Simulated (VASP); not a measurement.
Input of a VASP 6.6.1 run:

File POSCAR:

```
Si3N4
1.0
    7.5647139269     -0.0000000029      0.0000000000
   -3.7823569610      6.5512344345      0.0000000000
    0.0000000000      0.0000000000      2.8942923300
N Si
8 6
Direct
    0.3333333333      0.6666666667      0.2500000000
    0.6666666667      0.3333333333      0.7500000000
    0.3301355344      0.0305811036      0.2500000000
    0.2995544308      0.3301355344      0.7500000000
    0.9694188964      0.2995544308      0.2500000000
    0.6698644656      0.9694188964      0.7500000000
    0.7004455692      0.6698644656      0.2500000000
    0.0305811036      0.7004455692      0.7500000000
    0.1746376376      0.7686072087      0.2500000000
    0.4060304289      0.1746376376      0.7500000000
    0.2313927913      0.4060304289      0.2500000000
    0.8253623624      0.2313927913      0.7500000000
    0.5939695711      0.8253623624      0.2500000000
    0.7686072087      0.5939695711      0.7500000000
```

The input INCAR.step1:

```
  PREC = Accurate
  ENCUT = 520
  ISMEAR = -1
  SIGMA = 0.0996
  LREAL = False
  LASPH = True
  NELM = 100
  NBANDS = 45
  GGA = PE
  ALGO = Normal
  EDIFF = 1E-4
  LWAVE = True
  LCHARG = False
```

File INCAR.step2:

```
  PREC = Accurate
  ENCUT = 520
  EDIFF = 1E-6
  ISMEAR = -1
  SIGMA = 0.0996
  LREAL = False
  LASPH = True
  NELM = 100
  ALGO = Normal
  ISIF = 2
  LWAVE = False
  LCHARG = False
  METAGGA = R2SCAN
  LMIXTAU = True
  NBANDS = 45
  ISTART = 1
```

Contents of KPOINTS:

```
Automatic mesh
0
Gamma
  4 4 7
```

Potentials or basis: VASP PAW PBE potentials, release 64 (N, Si).

Command:

```bash
$ cat potpaw_PBE.64/N/POTCAR potpaw_PBE.64/Si/POTCAR > POTCAR
$ cp INCAR.step1 INCAR
$ mpirun -np 1 vasp_std > vasp.out
$ cp INCAR.step2 INCAR
$ mpirun -np 1 vasp_std > vasp.out
```

(1) Predict the pressure.

(2) Predict the band gap on the k mesh.

## Answers

(1) 3.7 GPa.

(2) 5.03 eV (least direct gap 5.24 eV).

Caveat: the cell stands under pressure; the PAW data sets were made with another functional, which shifts forces and pressure a little; an odd mesh through Γ misses points on the zone boundary, where band edges can lie.
